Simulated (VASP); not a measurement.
# Ag in VASP: notebook

The runs below take Ag through relaxation of cell and atoms, single point, with PBE.

Program: VASP 6.6.1. These are calculated values, not measurements. Logs are shortened: lines on timing, memory, paths and dates and some standing lists are left out, and cuts for length are marked.

## (1) The cell of the first run

The structure is cubic, space group Pm-3m (No. 221). The conventional cell has a = 3.986 Å, b = 3.986 Å, c = 3.986 Å, α = 90.00°, β = 90.00°, γ = 90.00°. Within 3.7 Å of Ag (site symmetry 4/mmm) lie 8 Ag at 2.82 Å.

The cell was built from a structure type or drawn by symmetry, and may not be a known phase.

## (2) Relaxation of cell and atoms, PBE

Contents of INCAR:

```
PREC = Accurate
ENCUT = 600
EDIFF = 1E-6
ISMEAR = 0
SIGMA = 0.1
LREAL = F
LASPH = T
NELM = 100
ALGO = Fast
ISIF = 3
LWAVE = F
LCHARG = F
GGA = PE
IBRION = 2
NSW = 100
EDIFFG = -0.01
```

Contents of KPOINTS:

```
regular mesh
0
Gamma
  12 12 12
```

Contents of POSCAR:

```
Ag
1.0
    3.9859716673      0.0000000000      0.0000000000
    0.0000000000      3.9859716673      0.0000000000
    0.0000000000      0.0000000000      3.9859716673
Ag
3
Direct
    0.5000000000      0.0000000000      0.0000000000
    0.0000000000      0.5000000000      0.0000000000
    0.0000000000      0.0000000000      0.5000000000
```

Potentials or basis: VASP PAW PBE potentials, release 64 (Ag).

Launch:

```sh
cat potpaw_PBE.64/Ag/POTCAR > POTCAR
mpirun -np 1 vasp_std > vasp.out
```

OUTCAR:

```text
PREC = Accurate
   ENCUT = 600
   EDIFF = 1E-6
   ISMEAR = 0
   LREAL = F
   LASPH = T
   NELM = 100
   ISIF = 3
   GGA = PE
   IBRION = 2
   NSW = 100
   EDIFFG = -0.01

 ion  position               nearest neighbor table
   1  0.500  0.000  0.000-   2 2.82   3 2.82   3 2.82   2 2.82   2 2.82   3 2.82   3 2.82   2 2.82

   2  0.000  0.500  0.000-   1 2.82   3 2.82   3 2.82   1 2.82   3 2.82   3 2.82   1 2.82   1 2.82

   3  0.000  0.000  0.500-   1 2.82   2 2.82   1 2.82   2 2.82   2 2.82   2 2.82   1 2.82   1 2.82

  LATTYP: Found a simple cubic cell.
 ALAT       =     3.9859716673

  Lattice vectors:

 A1 = (   3.9859716673,   0.0000000000,   0.0000000000)
 A2 = (   0.0000000000,   3.9859716673,   0.0000000000)
 A3 = (   0.0000000000,   0.0000000000,   3.9859716673)

Analysis of symmetry for initial positions (statically):
=====================================================================
 Subroutine PRICEL returns:
 Original cell was already a primitive cell.

 Routine SETGRP: Setting up the symmetry group for a
 simple cubic supercell.

 Subroutine GETGRP returns: Found 48 space group operations
 (whereof 48 operations were pure point group operations)
 out of a pool of 48 trial point group operations.

The static configuration has the point symmetry O_h .

Analysis of symmetry for dynamics (positions and initial velocities):
=====================================================================
 Subroutine PRICEL returns:
 Original cell was already a primitive cell.

 Routine SETGRP: Setting up the symmetry group for a
 simple cubic supercell.

 Subroutine GETGRP returns: Found 48 space group operations
 (whereof 48 operations were pure point group operations)
 out of a pool of 48 trial point group operations.

The dynamic configuration has the point symmetry O_h .

 Subroutine INISYM returns: Found 48 space group operations
 (whereof 48 operations are pure point group operations),
 and found     1 'primitive' translations

[... 154 lines left out ...]
  -------------------------------------------------------------------------------------
  Total        0.1182475      0.1182475      0.1182475      0.0000000      0.0000000      0.0000000
  in kB        2.9915747      2.9915747      2.9915747      0.0000000      0.0000000      0.0000000
  external PRESSURE =       2.9915747 kB  Pullay stress =       0.0000000 kB

 VOLUME and BASIS-vectors are now :
 -----------------------------------------------------------------------------
  energy-cutoff  :      600.00
  volume of cell :       63.33
      direct lattice vectors                 reciprocal lattice vectors
     3.985971667  0.000000000  0.000000000     0.250879857  0.000000000  0.000000000
     0.000000000  3.985971667  0.000000000     0.000000000  0.250879857  0.000000000
     0.000000000  0.000000000  3.985971667     0.000000000  0.000000000  0.250879857

 POSITION                                       TOTAL-FORCE (eV/Angst)
 -----------------------------------------------------------------------------------
      1.99299      0.00000      0.00000         0.000000      0.000000      0.000000
      0.00000      1.99299      0.00000         0.000000      0.000000      0.000000
      0.00000      0.00000      1.99299         0.000000      0.000000      0.000000
 -----------------------------------------------------------------------------------
    total drift:                                0.000000      0.000000     -0.000000

  FREE ENERGIE OF THE ION-ELECTRON SYSTEM (eV)
  ---------------------------------------------------
  free  energy   TOTEN  =        -7.4966927215 eV

  energy  without entropy=       -7.4927221718  energy(sigma->0) =       -7.49470745

--------------------------------------- Ionic step        2  -------------------------------------------

 number of electron      33.0000009 magnetization

 Free energy of the ion-electron system (eV)
  ---------------------------------------------------
  ext. energy  EPLUGINS =         0.00000000
  ---------------------------------------------------
  free energy    TOTEN  =        -7.49692262 eV

  energy without entropy =       -7.49294665  energy(sigma->0) =       -7.49493463

 E-fermi :   5.8275     XC(G=0): -10.7655

 val. band max:        5.7738708712   @ k =   0.5000   0.3333   0.3333
 cond. band min:       5.8360462219   @ k =   0.5000   0.4167   0.1667
 fundamental gap:      0.0621753507
 Fermi energy:         5.8275445817

 k-point     1 :       0.0000    0.0000    0.0000
  band No.  band energies     occupation
      1      -1.2141      2.00000
      2       0.0860      2.00000
      3       0.0860      2.00000
      4       0.0860      2.00000
      5       0.0898      2.00000
      6       0.5359      2.00000
[... 541 lines left out ...]
     19       9.3365      0.00000
     20      13.4675      0.00000

 [... further k-points ...]

------------------------ aborting loop because EDIFF is reached ----------------------------------------

  FORCE on cell =-STRESS in cart. coord.  units (eV):
  Direction    XX          YY          ZZ          XY          YZ          ZX
  --------------------------------------------------------------------------------------
  -------------------------------------------------------------------------------------
  Total        0.0143937      0.0143937      0.0143937     -0.0000000      0.0000000      0.0000000
  in kB        0.3620804      0.3620804      0.3620804     -0.0000000      0.0000000      0.0000000
  external PRESSURE =       0.3620804 kB  Pullay stress =       0.0000000 kB

 VOLUME and BASIS-vectors are now :
 -----------------------------------------------------------------------------
  energy-cutoff  :      600.00
  volume of cell :       63.69
      direct lattice vectors                 reciprocal lattice vectors
     3.993551088 -0.000000000  0.000000000     0.250403708 -0.000000000 -0.000000000
     0.000000000  3.993551088  0.000000000     0.000000000  0.250403708 -0.000000000
     0.000000000  0.000000000  3.993551088    -0.000000000  0.000000000  0.250403708

 POSITION                                       TOTAL-FORCE (eV/Angst)
 -----------------------------------------------------------------------------------
      1.99678     -0.00000      0.00000        -0.000000     -0.000000      0.000000
      0.00000      1.99678      0.00000         0.000000     -0.000000      0.000000
      0.00000      0.00000      1.99678        -0.000000      0.000000      0.000000
 -----------------------------------------------------------------------------------
    total drift:                                0.000000      0.000000     -0.000000

  FREE ENERGIE OF THE ION-ELECTRON SYSTEM (eV)
  ---------------------------------------------------
  free  energy   TOTEN  =        -7.4969226163 eV

  energy  without entropy=       -7.4929466483  energy(sigma->0) =       -7.49493463

 reached required accuracy - stopping structural energy minimisation
```

Wall time 79 s (1 thread of Intel Xeon 6975P-C (Granite Rapids), shared host); peak memory 0.25 GiB.

Results:

- Free energy: -7.4969 eV
- Relaxed volume: 21.23 Å³/atom
- Relaxed cell: a = 3.994 Å, b = 3.994 Å, c = 3.994 Å, α = 90.00°, β = 90.00°, γ = 90.00°
- Space group after relaxing (to 0.1 Å): Pm-3m (No. 221)
- Energy gained by relaxing: 0.1 meV/atom
- Ionic steps: 2
- Pressure after relaxing: 0.0 GPa
- Band gap on the k mesh: zero (an odd number of electrons rules out a gap without spin polarisation)

Step by step:
```csv
step,energy change (eV),largest force (eV/Å),pressure (GPa),volume (Å³)
1,0.0000,0.0000,0.30,63.33
2,-0.0002,0.0000,0.04,63.69
```

Final structure:
```
CELL_PARAMETERS angstrom
3.99355 0.00000 0.00000
0.00000 3.99355 0.00000
0.00000 0.00000 3.99355
ATOMIC_POSITIONS crystal
Ag 0.50000 0.00000 0.00000
Ag 0.00000 0.50000 0.00000
Ag 0.00000 0.00000 0.50000
```

Levels at points of the mesh, in eV from the Fermi level:
```tsv
k point	band 13	band 14	band 15	band 16	band 17	band 18	band 19	band 20
(0.00, 0.00, 0.00)	-2.65	-2.42	-2.42	-2.42	3.20	3.20	3.20	7.25
(0.50, 0.00, 0.00)	-3.45	-3.10	-3.07	-2.91	-2.42	6.21	6.21	8.43
(0.50, 0.50, 0.00)	-3.90	-3.54	-3.34	-1.49	0.63	0.63	0.95	9.66
(0.50, 0.50, 0.50)	-2.64	-2.64	-2.64	-0.15	1.56	1.56	1.56	3.84
```

## (3) Single point, PBE

This run uses another cell than the first one: it holds 6 atoms, not 3.

Contents of INCAR:

```
PREC     = Accurate       # precision mode
ENCUT    = 520            # plane-wave cutoff, eV
EDIFF    = 1E-6           # SCF threshold, eV
ISMEAR   = 0              # smearing method
SIGMA    = 0.2            # smearing width, eV
LREAL    = False          # projectors in reciprocal space
LASPH    = True           # aspherical terms in the spheres
NELM     = 80             # most SCF steps
ALGO     = Fast           # electronic algorithm
ISIF     = 2              # what is computed and relaxed
LWAVE    = False          # write WAVECAR
LCHARG   = True           # write CHGCAR
GGA      = PE             # functional
LELF     = True           # ELF
LVHAR    = True         
NBANDS   = 42             # bands
```

Contents of KPOINTS:

```
Automatic mesh
0
Gamma
  6 6 4
```

Contents of POSCAR:

```
Ag
1.0
    0.0015525051      4.0185018250     -0.0002914238
   -0.0011009169     -0.0002767324      4.0249782600
    7.8517742308      0.0000551076      0.0008049320
Ag
6
Direct
    0.0001274171     -0.0000008509      0.2500047415
   -0.0000796582      0.0000411023      0.7500001354
    0.4998303036     -0.0000311976      0.0000608934
    0.5001353797     -0.0000314429      0.4999656382
    0.0002186114      0.4999874361      0.4999745039
   -0.0002320538      0.5000349530      0.9999940876
```

Potentials or basis: VASP PAW PBE potentials, release 64 (Ag).

Launch:

```sh
cat potpaw_PBE.64/Ag/POTCAR > POTCAR
mpirun -np 1 vasp_std > vasp.out
```

It took 6.7 min on 1 thread of Intel Xeon 6975P-C (Granite Rapids), shared host; peak memory 0.41 GiB.

The run converged. Its results:

- Free energy: -15.0311 eV
- Pressure: 0.1 GPa
- Largest force: 0.003 eV/Å
- Band gap on the k mesh: zero (bands 33 and 34 overlap by 2.95 eV)

Forces on the atoms (eV/Å):
```
Ag   0.000 -0.002  0.000
Ag   0.000  0.001  0.000
Ag  -0.002  0.002  0.001
Ag   0.001 -0.001  0.000
Ag   0.001 -0.001  0.000
Ag   0.000  0.001 -0.001
```

Stress tensor (GPa, compression positive):
```
 0.12 -0.02  0.01
-0.02  0.09  0.01
 0.01  0.01  0.03
```

Levels at points of the mesh, in eV from the Fermi level:
```csv
k point,band 31,band 32,band 33,band 34,band 35,band 36
"(0.00, 0.00, 0.00)",-2.44,-2.37,-2.36,3.07,3.10,3.53
"(0.50, 0.00, 0.00)",-2.93,-2.37,-1.40,0.71,0.76,0.98
"(0.00, 0.50, 0.00)",-2.93,-2.36,-1.41,0.70,0.75,0.98
"(0.50, 0.50, 0.00)",-1.57,-0.12,0.55,0.55,0.97,1.55
"(0.00, 0.00, 0.50)",-2.44,-2.44,0.44,0.44,4.33,4.33
"(0.50, 0.00, 0.50)",-2.40,-2.40,-1.60,-1.60,3.13,3.13
"(0.00, 0.50, 0.50)",-2.41,-2.41,-1.60,-1.60,3.11,3.12
"(0.50, 0.50, 0.50)",-0.97,-0.97,0.84,0.84,0.85,0.85
```
